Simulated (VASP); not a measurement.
# CO2 (I-42d) in VASP: further runs, part 2 of 2

VASP 6.6.1. The steps go on from the part before.

## (3) Single point, LDA

This run uses another cell than the first one, of 7.60 Å³/atom, 1.032 times its volume.

Input file INCAR:

```
SYSTEM = CO2
PREC = Accurate
ENCUT = 520
EDIFF = 1E-6
ISMEAR = -1
SIGMA = 0.05
LREAL = .FALSE.
LASPH = .TRUE.
NELM = 60
ALGO = Normal
ISIF = 2
LWAVE = .FALSE.
LCHARG = .TRUE.
LELF = .TRUE.
LVHAR = .TRUE.
NBANDS = 25
```

Input file KPOINTS:

```
Automatic mesh
0
G
  7 7 7
  0 0 0
```

Input file POSCAR:

```
CO2
1.0
   -1.9547788988      1.9547788988      2.9836108880
    1.9547788988     -1.9547788988      2.9836108880
    1.9547788988      1.9547788988     -2.9836108880
C O
2 4
Direct
    0.7500000000      0.2500000000      0.5000000000
    0.0000000000      0.0000000000      0.0000000000
    0.7097980000      0.1250000000      0.0847980000
    0.0402020000      0.6250000000      0.9152020000
    0.3750000000      0.2902020000      0.4152020000
    0.8750000000      0.9597980000      0.5847980000
```

Potentials or basis: VASP PAW LDA potentials, release 64 (C, O).

Launch:

```
> cat potpaw_LDA.64/C/POTCAR potpaw_LDA.64/O/POTCAR > POTCAR
> mpirun -np 1 vasp_std > vasp.out
```

OUTCAR:

```text
SYSTEM = CO2
   PREC = Accurate
   ENCUT = 520
   EDIFF = 1E-6
   ISMEAR = -1
   LREAL = .FALSE.
   LASPH = .TRUE.
   NELM = 60
   ISIF = 2

 ion  position               nearest neighbor table
   1  0.750  0.250  0.500-   6 1.39   4 1.39   5 1.39   3 1.39
   2  0.000  0.000  0.000-   3 1.39   4 1.39   5 1.39   6 1.39
   3  0.710  0.125  0.085-   2 1.39   1 1.39
   4  0.040  0.625  0.915-   1 1.39   2 1.39
   5  0.375  0.290  0.415-   1 1.39   2 1.39
   6  0.875  0.960  0.585-   1 1.39   2 1.39

  LATTYP: Found a body centered tetragonal cell.
 ALAT       =     3.9095577976
 C/A-ratio  =     1.5263162958

  Lattice vectors:

 A1 = (  -1.9547788988,   1.9547788988,   2.9836108880)
 A2 = (   1.9547788988,  -1.9547788988,   2.9836108880)
 A3 = (   1.9547788988,   1.9547788988,  -2.9836108880)

Analysis of symmetry for initial positions (statically):
=====================================================================
 Subroutine PRICEL returns:
 Original cell was already a primitive cell.

 Routine SETGRP: Setting up the symmetry group for a
 body centered tetragonal supercell.

 Subroutine GETGRP returns: Found  8 space group operations
 (whereof  4 operations were pure point group operations)
 out of a pool of 16 trial point group operations.

The static configuration has the point symmetry S_4 .
 The point group associated with its full space group is D_2d.

Analysis of symmetry for dynamics (positions and initial velocities):
=====================================================================
 Subroutine PRICEL returns:
 Original cell was already a primitive cell.

 Routine SETGRP: Setting up the symmetry group for a
 body centered tetragonal supercell.

 Subroutine GETGRP returns: Found  8 space group operations
 (whereof  4 operations were pure point group operations)
[... 125 lines left out ...]
   EFERMI =   0.00;   METHOD = LEGACY
   ISMEAR =    -1;   SIGMA  =   0.05  broadening in eV -4-tet -1-fermi 0-gaus
   EFERMI_NEDOS =   21; number of points for ismear=-14 and -15
   IALGO  =     38    algorithm
   IMIX   =      4    mixing-type and parameters
     AMIX     =   0.40;   BMIX     =  1.00
     AMIX_MAG =   1.60;   BMIX_MAG =  1.00
  volume/ion in A,a.u.               =       7.60        51.29
  Fermi-wavevector in a.u.,A,eV,Ry     =   1.454763  2.749104 28.794503  2.116336
  Thomas-Fermi vector in A             =   2.571876
   LORBIT       =      0    0 simple, 1 ext, 2 COOP (PROOUT), +10 PAW based schemes
   GGA     = CA    functional components
   LHFCALC =     F    Hartree Fock is set to
   AEXX    =    0.0000 exact exchange contribution
   IVDW    =     0    specifies the selected vdW correction
   LEPSILON=     F    determine dielectric tensor
   LRPA    =     F    only Hartree local field effects (RPA)
 non-spin polarized calculation
  energy-cutoff  :      520.00
  volume of cell :       45.60
 maximum number of plane-waves:      1240
 NGX is ok and might be reduce to    30
   NGX = 15   NGY = 15   NGZ = 15

 number of electron      31.9999978 magnetization

 Free energy of the ion-electron system (eV)
  ---------------------------------------------------
  ext. energy  EPLUGINS =         0.00000000
  ---------------------------------------------------
  free energy    TOTEN  =       -49.09185591 eV

  energy without entropy =      -49.09185591  energy(sigma->0) =      -49.09185591

 E-fermi :   3.3828     XC(G=0): -11.8444

 val. band max:        2.2412620156   @ k =  -0.4286   0.4286   0.4286
 cond. band min:       9.7755318330   @ k =   0.0000   0.0000   0.0000
 fundamental gap:      7.5342698174
 Fermi energy:         3.3828465947

 k-point     1 :       0.0000    0.0000    0.0000
  band No.  band energies     occupation
      1     -21.8522      2.00000
      2     -16.5423      2.00000
      3     -16.5423      2.00000
      4     -15.9063      2.00000
      5     -12.4502      2.00000
      6      -7.6837      2.00000
[... 661 lines left out ...]
     24      16.8740      0.00000
     25      17.2942      0.00000

 [... further k-points ...]
[... 5 lines left out ...]
  --------------------------------------------------------------------------------------
  -------------------------------------------------------------------------------------
  Total       -0.9576143     -0.9576143     -1.4266855      0.0000000      0.0000000      0.0000000
  in kB      -33.6436989    -33.6436989    -50.1234987      0.0000000      0.0000000      0.0000000
  external PRESSURE =     -39.1369655 kB  Pullay stress =       0.0000000 kB

 VOLUME and BASIS-vectors are now :
 -----------------------------------------------------------------------------
  energy-cutoff  :      520.00
  volume of cell :       45.60
      direct lattice vectors                 reciprocal lattice vectors
    -1.954778899  1.954778899  2.983610888     0.000000000  0.255783404  0.167582174
     1.954778899 -1.954778899  2.983610888     0.255783404  0.000000000  0.167582174
     1.954778899  1.954778899 -2.983610888     0.255783404  0.255783404  0.000000000

 POSITION                                       TOTAL-FORCE (eV/Angst)
 -----------------------------------------------------------------------------------
     -0.00000      1.95478      1.49181        -0.000000     -0.000000      0.000000
      0.00000      0.00000      0.00000        -0.000000      0.000000      0.000000
     -0.97739      1.30891      2.23771        -0.000000     -0.011943      0.000000
      2.93217      0.64587     -0.74590        -0.000000      0.011943      0.000000
      0.64587      0.97739      0.74590         0.011943      0.000000      0.000000
      1.30891      0.97739      3.72951        -0.011943      0.000000      0.000000
 -----------------------------------------------------------------------------------
    total drift:                                0.000002      0.000002      0.000003

  FREE ENERGIE OF THE ION-ELECTRON SYSTEM (eV)
  ---------------------------------------------------
  free  energy   TOTEN  =       -49.0918559136 eV

  energy  without entropy=      -49.0918559136  energy(sigma->0) =      -49.09185591
```

It took 71 s on 1 thread of AMD EPYC 7R13, shared host; peak memory 0.13 GiB.

Results:

```yaml
Free_energy: -49.0919 eV
Pressure: -3.9 GPa
Largest_force: 0.012 eV/Å
Band_gap_on_the_k_mesh: 7.53 eV, indirect (least direct gap 8.02 eV)
```

Forces on the atoms (eV/Å):
```
C    0.000  0.000  0.000
C    0.000  0.000  0.000
O    0.000 -0.012  0.000
O    0.000  0.012  0.000
O    0.012  0.000  0.000
O   -0.012  0.000  0.000
```

## (4) Single point, LDA

This run uses another cell than the first one, of 7.84 Å³/atom, 1.064 times its volume.

Input file INCAR:

```
  ALGO = Normal
  EDIFF = 1E-6
  ENCUT = 520
  GGA = CA
  ISIF = 2
  ISMEAR = -1
  LASPH = T
  LCHARG = F
  LREAL = F
  LWAVE = F
  NBANDS = 25
  NELM = 80
  PREC = Accurate
  SIGMA = 0.05
```

Input file KPOINTS:

```
k-points
0
Gamma
  7 7 7
```

Edit POSCAR of step 3 so:

```diff
@@ -2,5 +2,5 @@
 1.0
-   -1.9547788988      1.9547788988      2.9836108880
-    1.9547788988     -1.9547788988      2.9836108880
-    1.9547788988      1.9547788988     -2.9836108880
+   -1.9747270000      1.9747270000      3.0140580000
+    1.9747270000     -1.9747270000      3.0140580000
+    1.9747270000      1.9747270000     -3.0140580000
 C O
```

Potentials or basis: VASP PAW LDA potentials, release 64 (C, O).

Launch:

```
> cat potpaw_LDA.64/C/POTCAR potpaw_LDA.64/O/POTCAR > POTCAR
> mpirun -np 1 vasp_std > vasp.out
```

OUTCAR:

```text
EDIFF = 1E-6
   ENCUT = 520
   GGA = CA
   ISIF = 2
   ISMEAR = -1
   LASPH = T
   LREAL = F
   NELM = 80
   PREC = Accurate

 ion  position               nearest neighbor table
   1  0.750  0.250  0.500-   3 1.40   4 1.40   6 1.40   5 1.40
   2  0.000  0.000  0.000-   3 1.40   5 1.40   6 1.40   4 1.40
   3  0.710  0.125  0.085-   1 1.40   2 1.40
   4  0.040  0.625  0.915-   1 1.40   2 1.40
   5  0.375  0.290  0.415-   2 1.40   1 1.40
   6  0.875  0.960  0.585-   1 1.40   2 1.40

  LATTYP: Found a body centered tetragonal cell.
 ALAT       =     3.9494540000
 C/A-ratio  =     1.5263162959

  Lattice vectors:

 A1 = (  -1.9747270000,   1.9747270000,   3.0140580000)
 A2 = (   1.9747270000,  -1.9747270000,   3.0140580000)
 A3 = (   1.9747270000,   1.9747270000,  -3.0140580000)

Analysis of symmetry for initial positions (statically):
=====================================================================
 Subroutine PRICEL returns:
[... 174 lines left out ...]
  ext. energy  EPLUGINS =         0.00000000
  ---------------------------------------------------
  free energy    TOTEN  =       -49.02563364 eV

  energy without entropy =      -49.02563364  energy(sigma->0) =      -49.02563364

 E-fermi :   3.0419     XC(G=0): -11.6893

 val. band max:        1.9246083974   @ k =  -0.4286   0.4286   0.4286
 cond. band min:       9.3285030025   @ k =   0.0000   0.0000   0.0000
 fundamental gap:      7.4038946050
 Fermi energy:         3.0418638481

 k-point     1 :       0.0000    0.0000    0.0000
  band No.  band energies     occupation
      1     -21.8321      2.00000
      2     -16.7004      2.00000
      3     -16.7004      2.00000
      4     -16.0846      2.00000
      5     -12.5551      2.00000
      6      -7.7591      2.00000
[... 661 lines left out ...]
     24      16.2866      0.00000
     25      16.5862      0.00000

 [... further k-points ...]
[... 5 lines left out ...]
  --------------------------------------------------------------------------------------
  -------------------------------------------------------------------------------------
  Total       -3.3692961     -3.3692961     -3.6668854      0.0000000      0.0000000      0.0000000
  in kB     -114.8217184   -114.8217184   -124.9632151      0.0000000      0.0000000      0.0000000
  external PRESSURE =    -118.2022173 kB  Pullay stress =       0.0000000 kB

 VOLUME and BASIS-vectors are now :
 -----------------------------------------------------------------------------
  energy-cutoff  :      520.00
  volume of cell :       47.01
      direct lattice vectors                 reciprocal lattice vectors
    -1.974727000  1.974727000  3.014058000     0.000000000  0.253199556  0.165889309
     1.974727000 -1.974727000  3.014058000     0.253199556  0.000000000  0.165889309
     1.974727000  1.974727000 -3.014058000     0.253199556  0.253199556  0.000000000

 POSITION                                       TOTAL-FORCE (eV/Angst)
 -----------------------------------------------------------------------------------
     -0.00000      1.97473      1.50703        -0.000000      0.000000      0.000000
      0.00000      0.00000      0.00000        -0.000000      0.000000      0.000000
     -0.98736      1.32227      2.26054        -0.000000      0.419639     -0.000000
      2.96209      0.65246     -0.75351        -0.000000     -0.419639      0.000000
      0.65246      0.98736      0.75351        -0.419639      0.000000      0.000000
      1.32227      0.98736      3.76757         0.419639      0.000000     -0.000000
 -----------------------------------------------------------------------------------
    total drift:                                0.000001      0.000001      0.000001

  FREE ENERGIE OF THE ION-ELECTRON SYSTEM (eV)
  ---------------------------------------------------
  free  energy   TOTEN  =       -49.0256336413 eV

  energy  without entropy=      -49.0256336413  energy(sigma->0) =      -49.02563364
```

OSZICAR:

```text
N       E                     dE             d eps       ncg     rms          rms(c)
DAV:   1     0.147627712826E+03    0.14763E+03   -0.18450E+04  2000   0.127E+03
DAV:   2    -0.442711376594E+02   -0.19190E+03   -0.18377E+03  2543   0.296E+02
DAV:   3    -0.521224492063E+02   -0.78513E+01   -0.77987E+01  2671   0.578E+01
DAV:   4    -0.521906982885E+02   -0.68249E-01   -0.68193E-01  2360   0.617E+00
DAV:   5    -0.521913555392E+02   -0.65725E-03   -0.65692E-03  2656   0.581E-01    0.128E+01
DAV:   6    -0.491647783279E+02    0.30266E+01   -0.62333E+00  2460   0.201E+01    0.504E+00
DAV:   7    -0.490811796500E+02    0.83599E-01   -0.66995E-01  2485   0.561E+00    0.280E+00
DAV:   8    -0.490304730700E+02    0.50707E-01   -0.81736E-02  2458   0.249E+00    0.533E-01
DAV:   9    -0.490258785077E+02    0.45946E-02   -0.16582E-02  2499   0.109E+00    0.197E-01
DAV:  10    -0.490256856122E+02    0.19290E-03   -0.21380E-03  2670   0.336E-01    0.647E-02
DAV:  11    -0.490256336187E+02    0.51993E-04   -0.15703E-04  2415   0.969E-02    0.202E-02
DAV:  12    -0.490256337162E+02   -0.97461E-07   -0.16665E-05  2636   0.287E-02    0.427E-03
DAV:  13    -0.490256336413E+02    0.74881E-07   -0.18125E-06  1707   0.973E-03
   1 F= -.49025634E+02 E0= -.49025634E+02  d E =-.249347E-10
```

Wall time 67 s (1 thread of AMD EPYC 7R13, shared host); peak memory 0.13 GiB.

Results:

- Free energy: -49.0256 eV
- Pressure: -11.8 GPa
- Largest force: 0.420 eV/Å
- Band gap on the k mesh: 7.40 eV, indirect (least direct gap 7.89 eV)

Forces in eV/Å, atoms in the order of the input:
```
C    0.000  0.000  0.000
C    0.000  0.000  0.000
O    0.000  0.420  0.000
O    0.000 -0.420  0.000
O   -0.420  0.000  0.000
O    0.420  0.000  0.000
```

Levels at points of the mesh, in eV from the valence-band top:
| k point | band 12 | band 13 | band 14 | band 15 | band 16 | band 17 | band 18 | band 19 | band 20 | band 21 |
| --- | --- | --- | --- | --- | --- | --- | --- | --- | --- | --- |
| (0.00, 0.00, 0.00) | -1.17 | -1.17 | -0.89 | -0.89 | -0.49 | 7.40 | 9.01 | 9.01 | 9.05 | 12.03 |

A k mesh can miss the band edges.

## (5) Summary

```tsv
cell	gap on the mesh (eV)	pressure (GPa)	largest force (eV/Å)
a = 4.025 Å, angles 122.6, 122.6, 85.6°, 6 atoms	7.64	5.4	0.50
a = 4.067 Å, angles 122.6, 122.6, 85.6°, 6 atoms	7.53	-3.9	0.01
a = 4.109 Å, angles 122.6, 122.6, 85.6°, 6 atoms	7.40	-11.8	0.42
```

Alike in all rows: task single point; level LDA; potentials or basis VASP PAW LDA potentials, release 64 (C, O); no spin polarisation; k mesh 7 × 7 × 7; cutoff (eV) 520; smearing fermi-dirac 0.05 eV.

Absolute energies hang on the potentials; compare differences alone.
